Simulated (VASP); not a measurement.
# Pb (I4_1/amd) in VASP: single point with r2SCAN

Aim: the single point of Pb with r2SCAN.

Program: VASP 6.6.1. These are calculated values, not measurements. Logs are shortened: lines on timing, memory, paths and dates and some standing lists are left out, and cuts for length are marked.

## Step 1: The cell of the first run

It takes space group I4_1/amd (No. 141, tetragonal). Conventional cell: a = 6.218 Å, b = 6.218 Å, c = 3.327 Å, α = 90.00°, β = 90.00°, γ = 90.00°. Pb (site symmetry -4m2) has 10 Pb at 3.22 to 3.99 Å within 4.2 Å.

## Step 2: Single point, r2SCAN

The input, POSCAR:

```
Pb
1.0
   -3.1088889112      3.1088889112      1.6635498866
    3.1088889112     -3.1088889112      1.6635498866
    3.1088889112      3.1088889112     -1.6635498866
Pb
2
Direct
    0.0000000000      0.0000000000      0.0000000000
    0.7500000000      0.2500000000      0.5000000000
```

The input, INCAR.step1:

```
SYSTEM = Pb
PREC = Accurate
ENCUT = 520
ISMEAR = 0
SIGMA = 0.1
LREAL = .False.
LASPH = .True.
NELM = 100
NBANDS = 21
GGA = PE
ALGO = Normal
EDIFF = 1E-4
LWAVE = .True.
LCHARG = .False.
```

The input, INCAR.step2:

```
SYSTEM = Pb
PREC = Accurate
ENCUT = 520
EDIFF = 1E-7
ISMEAR = 0
SIGMA = 0.1
LREAL = .False.
LASPH = .True.
NELM = 100
ALGO = Normal
ISIF = 2
LWAVE = .False.
LCHARG = .True.
METAGGA = R2SCAN
LMIXTAU = .True.
LELF = .True.
LVHAR = .True.
NBANDS = 21
ISTART = 1
```

The input, KPOINTS:

```
regular mesh
0
Gamma
  18 18 18
  0 0 0
```

Potentials or basis: VASP PAW PBE potentials, release 64 (Pb_d).

Command:

```
> cat potpaw_PBE.64/Pb_d/POTCAR > POTCAR
> cp INCAR.step1 INCAR
> mpirun -np 1 vasp_std > vasp.out
> cp INCAR.step2 INCAR
> mpirun -np 1 vasp_std > vasp.out
```

OUTCAR:

```text
SYSTEM = Pb
   PREC = Accurate
   ENCUT = 520
   EDIFF = 1E-7
   ISMEAR = 0
   LREAL = .False.
   LASPH = .True.
   NELM = 100
   ISIF = 2
   METAGGA = R2SCAN
   ISTART = 1

 ion  position               nearest neighbor table
   1  0.000  0.000  0.000-   2 3.22   2 3.22   2 3.22   2 3.22   2 3.99   2 3.99   2 3.99   2 3.99

   2  0.750  0.250  0.500-   1 3.22   1 3.22   1 3.22   1 3.22   1 3.99   1 3.99   1 3.99   1 3.99

  LATTYP: Found a body centered tetragonal cell.
 ALAT       =     6.2177778224
 C/A-ratio  =     0.5350946702

  Lattice vectors:

 A1 = (  -3.1088889112,   3.1088889112,   1.6635498866)
 A2 = (   3.1088889112,  -3.1088889112,   1.6635498866)
 A3 = (   3.1088889112,   3.1088889112,  -1.6635498866)

Analysis of symmetry for initial positions (statically):
=====================================================================
 Subroutine PRICEL returns:
 Original cell was already a primitive cell.

 Routine SETGRP: Setting up the symmetry group for a
 body centered tetragonal supercell.

 Subroutine GETGRP returns: Found 16 space group operations
 (whereof  8 operations were pure point group operations)
 out of a pool of 16 trial point group operations.

The static configuration has the point symmetry D_2d.
 The point group associated with its full space group is D_4h.

Analysis of symmetry for dynamics (positions and initial velocities):
=====================================================================
 Subroutine PRICEL returns:
 Original cell was already a primitive cell.

 Routine SETGRP: Setting up the symmetry group for a
 body centered tetragonal supercell.

 Subroutine GETGRP returns: Found 16 space group operations
 (whereof  8 operations were pure point group operations)
 out of a pool of 16 trial point group operations.

The dynamic configuration has the point symmetry D_2d.
 The point group associated with its full space group is D_4h.

 Subroutine INISYM returns: Found 16 space group operations
 (whereof  8 operations are pure point group operations),
 and found     1 'primitive' translations

----------------------------------------------------------------------------------------

                                     Primitive cell

  volume of cell :      64.3141

  direct lattice vectors                    reciprocal lattice vectors
    -3.108888911  3.108888911  1.663549887     0.000000000  0.160829163  0.300562072
     3.108888911 -3.108888911  1.663549887     0.160829163  0.000000000  0.300562072
     3.108888911  3.108888911 -1.663549887     0.160829163  0.160829163  0.000000000

  length of vectors
     4.700827454  4.700827454  4.700827454     0.340886460  0.340886460  0.227446783

  position of ions in fractional coordinates (direct lattice)
     0.000000000  0.000000000  0.000000000
     0.750000000  0.250000000  0.500000000

  ion indices of the primitive-cell ions
   primitive index   ion index
                 1           1
                 2           2

----------------------------------------------------------------------------------------

 KPOINTS: regular mesh

Automatic generation of k-mesh.
 Grid dimensions read from file:
 generate k-points for:   18   18   18

 Generating k-lattice:

  Cartesian coordinates                     Fractional coordinates (reciprocal lattice)
     0.000000000  0.008934953  0.016697893     0.055555556 -0.000000000  0.000000000
     0.008934953  0.000000000  0.016697893    -0.000000000  0.055555556  0.000000000
     0.008934953  0.008934953  0.000000000     0.000000000  0.000000000  0.055555556

  Length of vectors
     0.018938137  0.018938137  0.012635932

  Shift w.r.t. Gamma in fractional coordinates (k-lattice)
     0.000000000  0.000000000  0.000000000

 Subroutine IBZKPT returns following result:
 ===========================================

 Found    480 irreducible k-points:

 Following reciprocal coordinates:
            Coordinates               Weight
  0.000000  0.000000  0.000000      1.000000
  0.055556 -0.000000  0.000000      8.000000
  0.111111 -0.000000  0.000000      8.000000
  0.166667  0.000000  0.000000      8.000000
  0.222222 -0.000000  0.000000      8.000000
  0.277778  0.000000 -0.000000      8.000000
[... 16 lines left out ...]
 -0.277778  0.055556  0.000000     16.000000
 -0.222222  0.055556 -0.000000     16.000000
 [... further k-points ...]
   k-points           NKPTS =    480   k-points in BZ     NKDIM =    480   number of bands    NBANDS=     21
   number of dos      NEDOS =    301   number of ions     NIONS =      2
   total plane-waves  NPLWV =  46656
   dimension x,y,z NGX =    36 NGY =   36 NGZ =   36
   dimension x,y,z NGXF=    72 NGYF=   72 NGZF=   72
   ions per type =               2
   NGX,Y,Z   is equivalent  to a cutoff of  12.73, 12.73, 12.73 a.u.
   NGXF,Y,Z  is equivalent  to a cutoff of  25.46, 25.46, 25.46 a.u.
 SYSTEM =  Pb
   PREC   = accura    normal or accurate (medium, high low for compatibility)
   ISTART =      1    job   : 0-new  1-cont  2-samecut
   ICHARG =      0    charge: 1-file 2-atom 10-const
   ISPIN  =      1    spin polarized calculation?
   LNONCOLLINEAR =      F non collinear calculations
   LSORBIT =      F    spin-orbit coupling
   LASPH  =      T    aspherical Exc in radial PAW
   ENCUT  =  520.0 eV  38.22 Ry    6.18 a.u.   8.74  8.74  8.74*2*pi/ulx,y,z
   NELM   =    100;   NELMIN=  2; NELMDL=  0     # of ELM steps
   EDIFF  = 0.1E-06   stopping-criterion for ELM
   LREAL  =      F    real-space projection
   EDIFFG = 0.1E-05   stopping-criterion for IOM
   NSW    =      0    number of steps for IOM
   IBRION =     -1    ionic relax: 0-MD 1-quasi-New 2-CG
   NFREE  =      0    steps in history (QN), initial steepest desc. (CG)
   ISIF   =      2    stress and relaxation
   ISYM   =      2    0-nonsym 1-usesym 2-fastsym
   POTIM  = 0.5000    time-step for ionic-motion
   TEBEG  =    0.0;   TEEND  =   0.0 temperature during run
   PSTRESS=    0.0 pullay stress
   NELECT =      28.0000    total number of electrons
   NUPDOWN=      -1.0000    fix difference up-down
   EMIN   =  10.00;   EMAX   =-10.00  energy-range for DOS
   EFERMI =   0.00;   METHOD = LEGACY
   ISMEAR =     0;   SIGMA  =   0.10  broadening in eV -4-tet -1-fermi 0-gaus
   EFERMI_NEDOS =   21; number of points for ismear=-14 and -15
   IALGO  =     38    algorithm
   IMIX   =      4    mixing-type and parameters
     AMIX     =   0.40;   BMIX     =  1.00
     AMIX_MAG =   1.60;   BMIX_MAG =  1.00
  volume/ion in A,a.u.               =      32.16       217.01
  Fermi-wavevector in a.u.,A,eV,Ry     =   1.240772  2.344720 20.946386  1.539516
  Thomas-Fermi vector in A             =   2.375199
   LORBIT       =      0    0 simple, 1 ext, 2 COOP (PROOUT), +10 PAW based schemes
   METAGGA = R2SCAN    functional components
   LHFCALC =     F    Hartree Fock is set to
   AEXX    =    0.0000 exact exchange contribution
   IVDW    =     0    specifies the selected vdW correction
   LEPSILON=     F    determine dielectric tensor
   LRPA    =     F    only Hartree local field effects (RPA)
 non-spin polarized calculation
 Gauss-broadening in eV      SIGMA  =   0.10
  energy-cutoff  :      520.00
  volume of cell :       64.31
 maximum number of plane-waves:      1750
   NGX = 17   NGY = 17   NGZ = 17

 number of electron      27.9999997 magnetization

 Free energy of the ion-electron system (eV)
  ---------------------------------------------------
  ext. energy  EPLUGINS =         0.00000000
  ---------------------------------------------------
  free energy    TOTEN  =      -112.38732668 eV

  energy without entropy =     -112.38068927  energy(sigma->0) =     -112.38400798

 E-fermi :   6.3417     XC(G=0): -10.5256

 val. band max:        6.3410636940   @ k =   0.3333   0.1667   0.0000
 cond. band min:       6.3476980351   @ k =  -0.1111  -0.2222   0.0556
 fundamental gap:      0.0066343411
 Fermi energy:         6.3416510665

 k-point     1 :       0.0000    0.0000    0.0000
  band No.  band energies     occupation
      1     -11.4575      2.00000
      2     -11.3482      2.00000
      3     -11.2851      2.00000
      4     -11.2773      2.00000
      5     -11.0023      2.00000
      6     -11.0023      2.00000
[... 13 lines left out ...]
     20      16.0940      0.00000
     21      17.0443      0.00000

 k-point     2 :       0.0556   -0.0000    0.0000
  band No.  band energies     occupation
      1     -11.4548      2.00000
      2     -11.3375      2.00000
      3     -11.2736      2.00000
      4     -11.2712      2.00000
      5     -11.0120      2.00000
      6     -11.0115      2.00000
[... 13 lines left out ...]
     20      16.3441      0.00000
     21      16.8744      0.00000

 k-point     3 :       0.1111   -0.0000    0.0000
  band No.  band energies     occupation
      1     -11.4460      2.00000
      2     -11.3071      2.00000
      3     -11.2631      2.00000
      4     -11.2330      2.00000
      5     -11.0334      2.00000
      6     -11.0281      2.00000
[... 13 lines left out ...]
     20      15.8604      0.00000
     21      15.9040      0.00000

 k-point     4 :       0.1667    0.0000    0.0000
  band No.  band energies     occupation
      1     -11.4314      2.00000
      2     -11.2633      2.00000
      3     -11.2469      2.00000
      4     -11.1812      2.00000
      5     -11.0613      2.00000
      6     -11.0409      2.00000
[... 13 lines left out ...]
     20      15.0690      0.00000
     21      15.2246      0.00000

 k-point     5 :       0.2222   -0.0000    0.0000
  band No.  band energies     occupation
      1     -11.4127      2.00000
      2     -11.2274      2.00000
      3     -11.2190      2.00000
      4     -11.1401      2.00000
      5     -11.0917      2.00000
      6     -11.0374      2.00000
[... 13 lines left out ...]
     20      14.4328      0.00000
     21      15.0216      0.00000
[... 382 lines left out ...]
     20      14.1182      0.00000
     21      15.6369      0.00000

 k-point    22 :      -0.3333    0.0556   -0.0000
  band No.  band energies     occupation
      1     -11.3792      2.00000
      2     -11.2016      2.00000
      3     -11.1950      2.00000
      4     -11.1597      2.00000
      5     -11.1093      2.00000
      6     -11.0521      2.00000
[... 13 lines left out ...]
     20      14.2866      0.00000
     21      15.1685      0.00000

 k-point    23 :      -0.2778    0.0556    0.0000
  band No.  band energies     occupation
      1     -11.3988      2.00000
      2     -11.2250      2.00000
      3     -11.2155      2.00000
      4     -11.1583      2.00000
      5     -11.0867      2.00000
      6     -11.0350      2.00000
[... 13 lines left out ...]
     20      14.7313      0.00000
     21      14.9786      0.00000

 k-point    24 :      -0.2222    0.0556   -0.0000
  band No.  band energies     occupation
      1     -11.4185      2.00000
      2     -11.2670      2.00000
      3     -11.2357      2.00000
      4     -11.1931      2.00000
      5     -11.0587      2.00000
      6     -11.0298      2.00000
[... 13 lines left out ...]
     20      15.2093      0.00000
     21      15.3563      0.00000

 [... further k-points ...]

------------------------ aborting loop because EDIFF is reached ----------------------------------------

  FORCE on cell =-STRESS in cart. coord.  units (eV):
  Direction    XX          YY          ZZ          XY          YZ          ZX
  --------------------------------------------------------------------------------------
  -------------------------------------------------------------------------------------
  Total       -0.0001463     -0.0001463      0.0022898      0.0000000     -0.0000000      0.0000000
  in kB       -0.0036437     -0.0036437      0.0570431      0.0000000     -0.0000000      0.0000000
  external PRESSURE =       0.0165853 kB  Pullay stress =       0.0000000 kB

 VOLUME and BASIS-vectors are now :
 -----------------------------------------------------------------------------
  energy-cutoff  :      520.00
  volume of cell :       64.31
      direct lattice vectors                 reciprocal lattice vectors
    -3.108888911  3.108888911  1.663549887     0.000000000  0.160829163  0.300562072
     3.108888911 -3.108888911  1.663549887     0.160829163  0.000000000  0.300562072
     3.108888911  3.108888911 -1.663549887     0.160829163  0.160829163  0.000000000

 POSITION                                       TOTAL-FORCE (eV/Angst)
 -----------------------------------------------------------------------------------
      0.00000      0.00000      0.00000         0.000000      0.000000     -0.000000
      0.00000      3.10889      0.83177        -0.000000     -0.000000      0.000000
 -----------------------------------------------------------------------------------
    total drift:                               -0.000000      0.000000     -0.000000

  FREE ENERGIE OF THE ION-ELECTRON SYSTEM (eV)
  ---------------------------------------------------
  free  energy   TOTEN  =      -112.3873266809 eV

  energy  without entropy=     -112.3806892740  energy(sigma->0) =     -112.38400798
```

Run time: 1.7 h. Hardware: 1 thread of Oxide Virtual Turin-like, shared host; peak memory 0.57 GiB.

What came out:

```yaml
Free_energy: -112.3873 eV
Pressure: 0.0 GPa
Band_gap_on_the_k_mesh: zero (bands 14 and 15 overlap by 3.46 eV)
```

Levels at points of the mesh, in eV from the Fermi level:
```tsv
k point	band 11	band 12	band 13	band 14	band 15	band 16	band 17	band 18
(0.00, 0.00, 0.00)	-11.89	-6.18	-1.73	-1.73	4.13	5.86	5.86	6.90
(0.50, 0.00, 0.00)	-8.37	-6.57	-2.83	-1.47	-0.77	2.67	3.20	4.37
(0.50, 0.50, 0.00)	-9.90	-9.90	0.86	0.86	1.08	1.08	6.13	6.13
(0.50, 0.50, 0.50)	-9.03	-9.03	-4.18	-4.18	5.46	5.46	8.69	8.69
```

Caveat: the PAW data sets were made with another functional, which shifts forces and pressure a little; spin-orbit coupling is left out, which moves the levels of the heavy elements.
